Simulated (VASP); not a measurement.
Wanted: the native input for a VASP 6.6.1 run.

* Task: single point
* Functional: PBEsol
* Potentials or basis: VASP PAW PBE potentials, release 64 (Al, Si, N, C)
* Cutoff: 700 eV
* k mesh: 1 × 1 × 1, shifted
* Occupations: fermi-dirac, width 0.05 eV
* Spin: no spin polarisation
* Dipole correction: no
* Further INCAR settings: LREAL = Auto; ALGO = Normal; EDIFF = 1e-06; NBANDS = 246; ISYM = -1

The structure of Al13Si3C3N13 lies in POSCAR:

```
Al13Si3C3N13
1.0
    9.3199030000      0.0000000000      0.0000000000
    0.0000000000     10.7616960000      0.0000000000
    0.0000000000      0.0000000000      9.9913930000
Al Si N C
39 9 39 9
Direct
    0.1638700000      0.0819390000      0.2487420000
    0.1675450000      0.0827930000      0.7487650000
    0.0022740000      0.3310530000      0.7472990000
    0.5002730000      0.0854350000      0.2485940000
    0.1645730000      0.5823570000      0.2462870000
    0.1678210000      0.5846620000      0.7468040000
    0.0049440000      0.8314970000      0.2469000000
    0.9945060000      0.8338140000      0.7500810000
    0.8314830000      0.0832730000      0.2468720000
    0.8305800000      0.0870310000      0.7530600000
    0.6667320000      0.3336450000      0.2498490000
    0.6650950000      0.3329670000      0.7482430000
    0.4992730000      0.5838200000      0.7491860000
    0.3377660000      0.8348830000      0.2515600000
    0.3372200000      0.8323010000      0.7494420000
    0.8346080000      0.5807430000      0.2478320000
    0.8345140000      0.5827020000      0.7517190000
    0.6644230000      0.8343930000      0.2474260000
    0.6654770000      0.8348200000      0.7482370000
    0.9981270000      0.1679590000      0.4972610000
    0.9977780000      0.1685790000      0.9960160000
    0.3333540000      0.1645900000      0.4962580000
    0.3372360000      0.1679830000      0.0006780000
    0.1676820000      0.4175890000      0.4986830000
    0.1666670000      0.4167990000      0.9962610000
    0.0032930000      0.6659550000      0.4983260000
    0.9989800000      0.6706140000      0.0006380000
    0.6702080000      0.1678390000      0.9972900000
    0.5028890000      0.4162390000      0.5035010000
    0.4987970000      0.4159640000      0.9991300000
    0.3314770000      0.6678870000      0.5023600000
    0.1653660000      0.9180920000      0.4943750000
    0.1646330000      0.9136760000      0.0011500000
    0.8367610000      0.4179860000      0.4993720000
    0.8375300000      0.4193080000      0.9982900000
    0.4993180000      0.9167270000      0.4986480000
    0.5024540000      0.9164340000      0.9999140000
    0.8380700000      0.9150790000      0.4985990000
    0.8305160000      0.9194810000      0.9992790000
    0.0034690000      0.3341660000      0.2509940000
    0.5038470000      0.0860270000      0.7486410000
    0.3370500000      0.3289410000      0.2527150000
    0.3331760000      0.3323690000      0.7511440000
    0.4993240000      0.5804540000      0.2511140000
    0.6679410000      0.1670250000      0.5027540000
    0.3332430000      0.6663010000      0.9982020000
    0.6681480000      0.6656160000      0.4966790000
    0.6656210000      0.6653400000      0.9971880000
    0.0019860000      0.1682930000      0.1855650000
    0.9994850000      0.1684320000      0.6915630000
    0.3353770000      0.1659240000      0.1920410000
    0.3365900000      0.1647540000      0.6870380000
    0.1645070000      0.4172470000      0.1848680000
    0.1675270000      0.4186860000      0.6896230000
    0.0000530000      0.6669730000      0.1904150000
    0.0012960000      0.6679980000      0.6916850000
    0.6645160000      0.1711280000      0.1883590000
    0.6652210000      0.1682970000      0.6889590000
    0.5025890000      0.4163490000      0.1879440000
    0.4968570000      0.4119510000      0.6868600000
    0.3317270000      0.6629180000      0.1868200000
    0.3310280000      0.6675010000      0.6905170000
    0.1657350000      0.9159410000      0.6885950000
    0.6641870000      0.6691500000      0.1909360000
    0.6657420000      0.6686290000      0.6891520000
    0.5013320000      0.9192790000      0.1920090000
    0.4989830000      0.9143030000      0.6942910000
    0.8364350000      0.9157980000      0.1863680000
    0.8358210000      0.9146960000      0.6865260000
    0.1687770000      0.0828540000      0.4403600000
    0.1683290000      0.0841810000      0.9422870000
    0.0034810000      0.3348100000      0.4431510000
    0.0004300000      0.3320570000      0.9376850000
    0.5001630000      0.0841240000      0.4410620000
    0.3310780000      0.3339300000      0.9380660000
    0.1677300000      0.5823590000      0.4420430000
    0.1672470000      0.5854980000      0.9399240000
    0.9976560000      0.8333570000      0.4394320000
    0.0017810000      0.8339220000      0.9370020000
    0.8311370000      0.0814890000      0.4371190000
    0.6648110000      0.3355810000      0.4413240000
    0.6691350000      0.3337490000      0.9386150000
    0.5006060000      0.5812580000      0.4374250000
    0.3321960000      0.8374210000      0.4376150000
    0.3338330000      0.8351670000      0.9393520000
    0.8337400000      0.5823650000      0.9401100000
    0.6662380000      0.8353570000      0.9377540000
    0.1672840000      0.9133960000      0.1903540000
    0.8328050000      0.4184710000      0.1910420000
    0.8323090000      0.4151650000      0.6857190000
    0.5002640000      0.0813790000      0.9400840000
    0.3312040000      0.3324820000      0.4415730000
    0.8355520000      0.0852880000      0.9411290000
    0.5028360000      0.5826830000      0.9424530000
    0.8334310000      0.5821750000      0.4385500000
    0.6666070000      0.8324940000      0.4363790000
```

The input as run:

INCAR

```
SYSTEM = Al13Si3C3N13
PREC = Accurate ; ENCUT = 700
EDIFF = 1E-6 ; ISMEAR = -1
SIGMA = 0.05 ; LREAL = Auto
LASPH = .TRUE. ; NELM = 120
ALGO = Normal ; ISIF = 2
LWAVE = .FALSE. ; LCHARG = .TRUE.
GGA = PS ; LELF = .TRUE.
LVHAR = .TRUE. ; ISYM = -1
NBANDS = 246 ; GGA_COMPAT = .FALSE.
```

KPOINTS

```
explicit points
1
Reciprocal
  0.25000000   0.25000000   0.25000000 1
```

Potentials or basis: VASP PAW PBE potentials, release 64 (Al, Si, N, C).

Run with:

```sh
$ cat potpaw_PBE.64/Al/POTCAR potpaw_PBE.64/Si/POTCAR potpaw_PBE.64/N/POTCAR potpaw_PBE.64/C/POTCAR > POTCAR
$ mpirun -np 1 vasp_std > vasp.out
```

It gave:

```json
{"Pressure": "1.4 GPa", "Largest force": "3.798 eV/Å", "Band gap on the k mesh": "2.38 eV"}
```

Caveat: the PAW data sets were made with another functional, which shifts forces and pressure a little; a shifted mesh leaves out Γ, where band edges can lie.

Run time: 19 min on 1 thread of Intel(R) Xeon(R) Platinum 8488C (Sapphire Rapids) (shared host), peak memory 1.4 GiB.
